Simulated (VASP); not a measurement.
# Mo7S12 (P1) in VASP: a series of runs

Mo7S12 is run at these levels: PBE+D3(BJ); tasks: single point, relaxation of cell and atoms.

All numbers are computed with VASP 6.6.1; they aren't measurements. Logs are shortened: lines on timing, memory, paths and dates and some standing lists are left out, and cuts for length are marked.

## Step 1: The cell of the first run

The typed cell holds 19 atoms: a = 7.822 Å, b = 7.736 Å, c = 7.861 Å, α = 63.03°, β = 63.92°, γ = 64.41°.

## Step 2: Single point, PBE+D3(BJ)

File INCAR:

```
PREC = Accurate ; ENCUT = 520
EDIFF = 1E-7 ; ISMEAR = 0
SIGMA = 0.1 ; LREAL = Auto
LASPH = True ; NELM = 80
ALGO = Normal ; ISIF = 2
LWAVE = False ; LCHARG = False
GGA = PE ; IVDW = 12
ISYM = 0 ; NBANDS = 100
```

File KPOINTS:

```
Automatic mesh
0
Gamma
  2 2 2
  0.5 0.5 0.5
```

File POSCAR:

```
Mo7S12
1.0
    1.5212102677      4.5558092368     -6.1734474237
    3.0046991788     -3.6022752530     -6.1512051145
   -4.7010697598     -0.9384018098     -6.2302581156
Mo S
7 12
Direct
    0.4628290103      0.8184207294      0.7303843672
    0.7012768775      0.4365251397      0.8295108947
    0.1508807971      0.3184345195      0.5169270354
    0.8592661113      0.7076833387      0.4443190229
    0.2680463767      0.5996464196      0.1231046672
    0.5772005464      0.1154289677      0.2972336089
    0.9716413986     -0.0144629674      1.0374426344
    0.6726130652      0.0980758219      0.9658764169
    0.9508882821      0.6680131858      0.1172821416
    0.3827649431      0.5211324372      0.8190477055
    0.1234556673      0.9772713534      0.6965953464
    0.5308201772      0.8051880042      0.4039477218
    0.8209574559      0.3766952718      0.5315964570
    0.2573520969      0.2483194641      0.2316161905
    0.1993534493      0.6232457425      0.4465400160
    0.4545616670      0.1888802415      0.6007571750
    0.8888096578      0.0626751480      0.3236672580
    0.3104038719      0.9266079206      0.0189084885
    0.7762497200      0.7216539264      0.7811581669
```

Potentials or basis: VASP PAW PBE potentials, release 64 (Mo_sv, S).

Run with:

```console
cat potpaw_PBE.64/Mo_sv/POTCAR potpaw_PBE.64/S/POTCAR > POTCAR
mpirun -np 1 vasp_std > vasp.out
```

OUTCAR:

```text
PREC = Accurate
   ENCUT = 520
   EDIFF = 1E-7
   ISMEAR = 0
   LREAL = Auto
   LASPH = True
   NELM = 80
   ISIF = 2
   GGA = PE
   IVDW = 12
   ISYM = 0
 IVDW          = 12

 ion  position               nearest neighbor table
   1  0.463  0.818  0.730-  10 2.36  19 2.39  18 2.40  12 2.42  11 2.48  16 2.55   2 2.69   5 2.84
                             4 2.95   6 3.11
   2  0.701  0.437  0.830-  13 2.29  10 2.32  19 2.35   8 2.41   1 2.69   4 2.88   5 3.24   7 3.29
                             3 3.30   6 3.36
   3  0.151  0.318  0.517-  14 2.26  15 2.33  13 2.38  16 2.41  11 2.42   4 2.87   5 2.88   6 3.07
                             2 3.30
   4  0.859  0.708  0.444-  13 2.45  15 2.46  12 2.47   9 2.47  19 2.48  17 2.55   3 2.87   2 2.88
                             7 2.92   1 2.95   6 3.01   5 3.13
   5  0.268  0.600  0.123-   9 2.32  18 2.41  10 2.42  15 2.43  14 2.48   1 2.84   3 2.88   7 2.88
                             4 3.13   2 3.24   6 3.49
   6  0.577  0.115  0.297-  12 2.29  17 2.38  16 2.38   8 2.43  14 2.45   7 2.89   4 3.01   3 3.07
                             1 3.11   2 3.36   5 3.49
   7  0.972  0.986  0.037-   9 2.30  17 2.33   8 2.35  11 2.43  18 2.43   5 2.88   6 2.89   4 2.92
                             2 3.29
   8  0.673  0.098  0.966-   7 2.35   2 2.41   6 2.43
   9  0.951  0.668  0.117-   7 2.30   5 2.32   4 2.47
  10  0.383  0.521  0.819-   2 2.32   1 2.36   5 2.42
  11  0.123  0.977  0.697-   3 2.42   7 2.43   1 2.48
  12  0.531  0.805  0.404-   6 2.29   1 2.42   4 2.47
  13  0.821  0.377  0.532-   2 2.29   3 2.38   4 2.45
  14  0.257  0.248  0.232-   3 2.26   6 2.45   5 2.48
  15  0.199  0.623  0.447-   3 2.33   5 2.43   4 2.46
  16  0.455  0.189  0.601-   6 2.38   3 2.41   1 2.55
  17  0.889  0.063  0.324-   7 2.33   6 2.38   4 2.55
  18  0.310  0.927  0.019-   1 2.40   5 2.41   7 2.43
  19  0.776  0.722  0.781-   2 2.35   1 2.39   4 2.48

IMPORTANT INFORMATION: All symmetrisations will be switched off!
NOSYMM: (Re-)initialisation of all symmetry stuff for point group C_1.

----------------------------------------------------------------------------------------

                                     Primitive cell

  volume of cell :     364.3375

  direct lattice vectors                    reciprocal lattice vectors
     1.521210268  4.555809237 -6.173447424     0.045756482  0.130750456 -0.054219403
     3.004699179 -3.602275253 -6.151205114     0.093805992 -0.105669437 -0.054865804
    -4.701069760 -0.938401810 -6.230258116    -0.137954980 -0.025229563 -0.052612355

  length of vectors
     7.821824057  7.735756493  7.861092229     0.148758466  0.151577869  0.149787073

  position of ions in fractional coordinates (direct lattice)
     0.462829010  0.818420729  0.730384367
     0.701276877  0.436525140  0.829510895
     0.150880797  0.318434520  0.516927035
     0.859266111  0.707683339  0.444319023
     0.268046377  0.599646420  0.123104667
     0.577200546  0.115428968  0.297233609
[... 11 lines left out ...]
     0.310403872  0.926607921  0.018908489
     0.776249720  0.721653926  0.781158167

  ion indices of the primitive-cell ions
   primitive index   ion index
                 1           1
                 2           2
                 3           3
                 4           4
                 5           5
                 6           6
[... 11 lines left out ...]
                18          18
                19          19

----------------------------------------------------------------------------------------

 KPOINTS: Automatic mesh

Automatic generation of k-mesh.
 Grid dimensions read from file:
 generate k-points for:    2    2    2

 Generating k-lattice:

  Cartesian coordinates                     Fractional coordinates (reciprocal lattice)
     0.022878241  0.065375228 -0.027109702     0.500000000  0.000000000  0.000000000
     0.046902996 -0.052834718 -0.027432902     0.000000000  0.500000000  0.000000000
    -0.068977490 -0.012614781 -0.026306177     0.000000000 -0.000000000  0.500000000

  Length of vectors
     0.074379233  0.075788935  0.074893536

  Shift w.r.t. Gamma in fractional coordinates (k-lattice)
     0.500000000  0.500000000  0.500000000

 Subroutine IBZKPT returns following result:
 ===========================================

 Found      4 irreducible k-points:

 Following reciprocal coordinates:
            Coordinates               Weight
  0.250000  0.250000  0.250000      2.000000
 -0.250000  0.250000  0.250000      2.000000
  0.250000 -0.250000  0.250000      2.000000
 -0.250000 -0.250000  0.250000      2.000000
   k-points           NKPTS =      4   k-points in BZ     NKDIM =      4   number of bands    NBANDS=    100
   number of dos      NEDOS =    301   number of ions     NIONS =     19
   total plane-waves  NPLWV = 216000
   dimension x,y,z NGX =    60 NGY =   60 NGZ =   60
   dimension x,y,z NGXF=   120 NGYF=  120 NGZF=  120
   ions per type =               7  12
   NGX,Y,Z   is equivalent  to a cutoff of  12.75, 12.89, 12.69 a.u.
   NGXF,Y,Z  is equivalent  to a cutoff of  25.50, 25.79, 25.38 a.u.
 SYSTEM =  unknown system
   PREC   = accura    normal or accurate (medium, high low for compatibility)
   ISTART =      0    job   : 0-new  1-cont  2-samecut
   ICHARG =      2    charge: 1-file 2-atom 10-const
   ISPIN  =      1    spin polarized calculation?
   LNONCOLLINEAR =      F non collinear calculations
   LSORBIT =      F    spin-orbit coupling
   LASPH  =      T    aspherical Exc in radial PAW
   ENCUT  =  520.0 eV  38.22 Ry    6.18 a.u.  14.54 14.38 14.62*2*pi/ulx,y,z
   NELM   =     80;   NELMIN=  2; NELMDL= -5     # of ELM steps
   EDIFF  = 0.1E-06   stopping-criterion for ELM
   LREAL  =      T    real-space projection
   EDIFFG = 0.1E-05   stopping-criterion for IOM
   NSW    =      0    number of steps for IOM
   IBRION =     -1    ionic relax: 0-MD 1-quasi-New 2-CG
   NFREE  =      0    steps in history (QN), initial steepest desc. (CG)
   ISIF   =      2    stress and relaxation
   ISYM   =      0    0-nonsym 1-usesym 2-fastsym
   POTIM  = 0.5000    time-step for ionic-motion
   TEBEG  =    0.0;   TEEND  =   0.0 temperature during run
   PSTRESS=    0.0 pullay stress
   NELECT =     170.0000    total number of electrons
   NUPDOWN=      -1.0000    fix difference up-down
   EMIN   =  10.00;   EMAX   =-10.00  energy-range for DOS
   EFERMI =   0.00;   METHOD = LEGACY
   ISMEAR =     0;   SIGMA  =   0.10  broadening in eV -4-tet -1-fermi 0-gaus
   EFERMI_NEDOS =   21; number of points for ismear=-14 and -15
   IALGO  =     38    algorithm
   IMIX   =      4    mixing-type and parameters
     AMIX     =   0.40;   BMIX     =  1.00
     AMIX_MAG =   1.60;   BMIX_MAG =  1.00
  volume/ion in A,a.u.               =      19.18       129.40
  Fermi-wavevector in a.u.,A,eV,Ry     =   1.269764  2.399507 21.936698  1.612302
  Thomas-Fermi vector in A             =   2.402788
   LORBIT       =      0    0 simple, 1 ext, 2 COOP (PROOUT), +10 PAW based schemes
   GGA     = PE    functional components
   LHFCALC =     F    Hartree Fock is set to
   AEXX    =    0.0000 exact exchange contribution
   IVDW    =    12    specifies the selected vdW correction
   LEPSILON=     F    determine dielectric tensor
   LRPA    =     F    only Hartree local field effects (RPA)
 non-spin polarized calculation
 Gauss-broadening in eV      SIGMA  =   0.10
  energy-cutoff  :      520.00
  volume of cell :      364.34
 maximum number of plane-waves:      9824
 NGX is ok and might be reduce to    60
   NGX = 29   NGY = 29   NGZ = 29

 number of electron     169.9999996 magnetization

 Free energy of the ion-electron system (eV)
  ---------------------------------------------------
  ext. energy  EPLUGINS =         0.00000000
  ---------------------------------------------------
  free energy    TOTEN  =      -136.56764461 eV

  energy without entropy =     -136.53735487  energy(sigma->0) =     -136.55249974

 E-fermi :   6.7878     XC(G=0): -10.4168

 val. band max:        6.7786581481   @ k =  -0.2500   0.2500   0.2500
 cond. band min:       6.7971920886   @ k =  -0.2500  -0.2500   0.2500
 fundamental gap:      0.0185339405
 Fermi energy:         6.7877966817

 k-point     1 :       0.2500    0.2500    0.2500
  band No.  band energies     occupation
      1     -54.6698      2.00000
      2     -54.6523      2.00000
      3     -54.5009      2.00000
      4     -54.4725      2.00000
      5     -54.4480      2.00000
      6     -54.3692      2.00000
[... 89 lines left out ...]
     96       8.9708      0.00000
     97       9.0239      0.00000

 k-point     2 :      -0.2500    0.2500    0.2500
  band No.  band energies     occupation
      1     -54.6676      2.00000
      2     -54.6547      2.00000
      3     -54.4948      2.00000
      4     -54.4831      2.00000
      5     -54.4433      2.00000
      6     -54.3693      2.00000
[... 89 lines left out ...]
     96       8.9417      0.00000
     97       9.0790      0.00000

 k-point     3 :       0.2500   -0.2500    0.2500
  band No.  band energies     occupation
      1     -54.6676      2.00000
      2     -54.6546      2.00000
      3     -54.5008      2.00000
      4     -54.4724      2.00000
      5     -54.4482      2.00000
      6     -54.3693      2.00000
[... 89 lines left out ...]
     96       8.9326      0.00000
     97       9.0198      0.00000

 k-point     4 :      -0.2500   -0.2500    0.2500
  band No.  band energies     occupation
      1     -54.6695      2.00000
      2     -54.6525      2.00000
      3     -54.4950      2.00000
      4     -54.4833      2.00000
      5     -54.4432      2.00000
      6     -54.3695      2.00000
[... 89 lines left out ...]
     96       8.9091      0.00000
     97       9.0046      0.00000
 [bands above 97 left out]

------------------------ aborting loop because EDIFF is reached ----------------------------------------

 Edisp (eV)   -7.62279

 E8    (eV) :    -3.1029

  FORCE on cell =-STRESS in cart. coord.  units (eV):
  Direction    XX          YY          ZZ          XY          YZ          ZX
  --------------------------------------------------------------------------------------
  -------------------------------------------------------------------------------------
  Total      -0.06743    -0.16024    -0.26735     0.05352    -0.03206     0.05136
  in kB      -0.29651    -0.70464    -1.17566     0.23538    -0.14100     0.22585
  external pressure =       -0.73 kB  Pullay stress =        0.00 kB

 VOLUME and BASIS-vectors are now :
 -----------------------------------------------------------------------------
  energy-cutoff  :      520.00
  volume of cell :      364.34
      direct lattice vectors                 reciprocal lattice vectors
     1.521210268  4.555809237 -6.173447424     0.045756482  0.130750456 -0.054219403
     3.004699179 -3.602275253 -6.151205114     0.093805992 -0.105669437 -0.054865804
    -4.701069760 -0.938401810 -6.230258116    -0.137954980 -0.025229563 -0.052612355

 POSITION                                       TOTAL-FORCE (eV/Angst)
 -----------------------------------------------------------------------------------
     -0.27042     -1.52501    -12.44201         0.026910     -0.047259      0.003090
     -1.52117      0.84399    -12.18252        -0.000192      0.018360     -0.011574
     -1.24379     -0.94479     -6.11080        -0.020513      0.030391      0.009241
      1.34473      0.94843    -12.42596         0.000402      0.010015     -0.010234
      1.63079     -1.05444     -6.11029         0.017153     -0.006698      0.007389
     -0.17244      1.93488     -6.12519        -0.003998     -0.002007      0.021285
[... 11 lines left out ...]
      3.16748     -1.94150     -7.73382        -0.017316      0.023854      0.006259
     -0.32309      0.20381    -14.09800        -0.006637      0.015170      0.007713
 -----------------------------------------------------------------------------------
    total drift:                                0.002535     -0.011935      0.009206

  FREE ENERGIE OF THE ION-ELECTRON SYSTEM (eV)
  ---------------------------------------------------
  free  energy   TOTEN  =      -144.1904386871 eV

  energy  without entropy=     -144.1601489441  energy(sigma->0) =     -144.17529382
```

Run time: 4.3 min. Hardware: 1 thread of Intel Xeon Platinum 8488C (Sapphire Rapids), shared host; peak memory 0.51 GiB.

What came out:

* Free energy: -144.1904 eV
* Pressure: -0.1 GPa
* Largest force: 0.054 eV/Å
* Band gap on the k mesh: 0.02 eV (least direct gap 0.24 eV)
* Dispersion energy per atom: -0.401 eV

Forces in eV/Å, atoms in the order of the input:
```
Mo   0.027 -0.047  0.003
Mo   0.000  0.018 -0.012
Mo  -0.021  0.030  0.009
Mo   0.000  0.010 -0.010
Mo   0.017 -0.007  0.007
Mo  -0.004 -0.002  0.021
Mo  -0.012 -0.001  0.004
S   -0.001 -0.017 -0.006
S    0.012 -0.005 -0.018
S   -0.001 -0.009 -0.012
S    0.002  0.007 -0.004
S    0.019 -0.012 -0.013
S   -0.002 -0.019 -0.012
S   -0.008 -0.009 -0.007
S    0.002  0.000  0.017
S    0.006  0.009  0.002
S   -0.013  0.014  0.016
S   -0.017  0.024  0.006
S   -0.007  0.015  0.008
```

Caveat: semilocal functionals underestimate gaps, and a narrow one can read as zero; a shifted mesh leaves out Γ, where band edges can lie.

(Continued in part 2 of 2.)

The gap in the log of VASP goes by the Fermi energy; the results here count the filled bands.